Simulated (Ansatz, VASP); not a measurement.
**Two plane-wave programs on SnSe2**

INCAR

```
ALGO     = Normal         # electronic algorithm
EDIFF    = 1E-6           # SCF threshold, eV
ENCUT    = 520            # plane-wave cutoff, eV
GGA      = PS             # functional
ISIF     = 2              # what is computed and relaxed
ISMEAR   = 0              # smearing method
LASPH    = True           # aspherical terms in the spheres
LCHARG   = True           # write CHGCAR
LELF     = True           # ELF
LREAL    = False          # projectors in reciprocal space
LVHAR    = True         
LWAVE    = False          # write WAVECAR
NBANDS   = 20             # bands
NELM     = 100            # most SCF steps
PREC     = Accurate       # precision mode
SIGMA    = 0.05           # smearing width, eV
```

The input KPOINTS:

```
k-points
0
Gamma
  12 12 6
```

Contents of POSCAR:

```
SnSe2
1.0
    3.8109987816      0.0000000000      0.0000000000
   -1.9054993908      3.1766559427      0.0000000000
    0.0000000000      0.0000000000      6.1370000000
Sn Se
1 2
Direct
    0.0000000000      0.0000000000      0.0000000000
    0.3333333333      0.6666666667      0.2500000000
    0.6666666667      0.3333333333      0.7500000000
```

Input for Ansatz:

```yaml
crystal:
  lattice:
    - [3.8109987816, 0.0, 0.0]
    - [-1.9054993908, 3.1766559427, 0.0]
    - [0.0, 0.0, 6.137]
  atoms:
    - { symbol: Sn, position: [0.0, 0.0, 0.0] }
    - { symbol: Se, position: [0.3333333333, 0.6666666667, 0.25] }
    - { symbol: Se, position: [0.6666666667, 0.3333333333, 0.75] }
basis:
  ecutwfc: 420
kpoints:
  mp_grid: { grid: [12, 12, 6] }
hamiltonian:
  xc: pbesol
scf:
  occupations: { method: gaussian, width: 0.05 }
output:
  forces: true
  stress: true
  eigenvalues: true
```

Change from the starting cell: strain -0.0375 x Voigt [0, 1, 0, 0, 0, 0], atoms carried along.

Alike in both runs: task single point; functional PBEsol; k mesh 12 × 12 × 6; occupations gaussian, width 0.05 eV; no spin polarisation.

|  | VASP | Ansatz |
| --- | --- | --- |
| version | VASP 6.6.1 | Ansatz 0.2.0 |
| potentials or method | VASP PAW PBE potentials, release 64 (Sn_d, Se), cutoff 520 eV | scalar-relativistic, plane waves, PAW |
| valence electrons in the cell | 26 | 46 |

Ansatz gave:

| Property | Result |
| --- | --- |
| gap on the k mesh at the Fermi level (eV) | 0.52 |
| least direct gap on the mesh (eV) | 1.27 |
| pressure (GPa) | 5.5 |
| traceless stress, the component that is largest in VASP (GPa) | -1.77 |
| rms of the force components (eV/Å) | 0.392 |

**Question.** Estimate VASP's values.

**Answer.** gap on the k mesh at the Fermi level (eV): 0.52; least direct gap on the mesh (eV): 1.27; pressure (GPa): 5.7; traceless stress, the component that is largest in VASP (GPa): -1.77; rms of the force components (eV/Å): 0.404.

VASP's potentials were made for PBE, not for PBEsol. Atom by atom the forces differ by 0.012 eV/Å (rms over components). VASP's potentials hold 26 valence electrons a cell and Ansatz's 46, so a difference there can come from the potentials and not from the codes.
